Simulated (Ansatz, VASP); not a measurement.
Si: VASP beside Ansatz

The input INCAR:

```
PREC = Accurate
ENCUT = 520
EDIFF = 1E-6
ISMEAR = 0
SIGMA = 0.05
LREAL = False
LASPH = True
NELM = 100
ALGO = Normal
ISIF = 2
LWAVE = False
LCHARG = False
GGA = PE
NBANDS = 16
```

Contents of KPOINTS:

```
Automatic mesh
0
Gamma
  12 12 6
```

Contents of POSCAR:

```
Si
1.0
    3.9946794941      0.0000000000      0.0000000000
   -1.9973397471      3.4594939219      0.0000000000
    0.0000000000      0.0000000000      5.9153213949
Si
4
Direct
    0.3333333333      0.6666666667      0.0770726086
    0.6666666667      0.3333333333      0.5770726086
    0.3333333333      0.6666666667      0.4229273914
    0.6666666667      0.3333333333      0.9229273914
```

Input for Ansatz:

```yaml
crystal:
  lattice:
    - [3.9946794941, 0.0, 0.0]
    - [-1.9973397471, 3.4594939219, 0.0]
    - [0.0, 0.0, 5.9153213949]
  atoms:
    - { symbol: Si, position: [0.3333333333, 0.6666666667, 0.0770726086] }
    - { symbol: Si, position: [0.6666666667, 0.3333333333, 0.5770726086] }
    - { symbol: Si, position: [0.3333333333, 0.6666666667, 0.4229273914] }
    - { symbol: Si, position: [0.6666666667, 0.3333333333, 0.9229273914] }
basis:
  ecutwfc: 420
kpoints:
  mp_grid: { grid: [12, 12, 6] }
hamiltonian:
  xc: pbe
  pseudopotentials: { kind: paw, azcp: { folder: soft_1 } }
scf:
  occupations: { method: gaussian, width: 0.05 }
output:
  forces: true
  stress: true
  eigenvalues: true
```

Alike in both runs: task single point; functional PBE; k mesh 12 × 12 × 6; occupations gaussian, width 0.05 eV; no spin polarisation.

|  | VASP | Ansatz |
| --- | --- | --- |
| version | VASP 6.6.1 | Ansatz 0.2.0 |
| potentials or method | VASP PAW PBE potentials, release 64 (Si), cutoff 520 eV | scalar-relativistic, plane waves, PAW |
| valence electrons in the cell | 16 | 16 |

Ansatz gave:

```
gap on the k mesh at the Fermi level (eV)                     : none
pressure (GPa)                                                : 6.9
traceless stress, the component that is largest in VASP (GPa) : 32.86
rms of the force components (eV/Å)                            : 3.230
```

Q: Which values does VASP return?

A: gap on the k mesh at the Fermi level (eV): none; pressure (GPa): 6.7; traceless stress, the component that is largest in VASP (GPa): 32.74; rms of the force components (eV/Å): 3.212.

Atom by atom the forces differ by 0.018 eV/Å (rms over components). A gap of «none» marks a metal or a gap that the smearing closes. With one functional, cell and mesh, what is left measures potentials, basis and numerics.
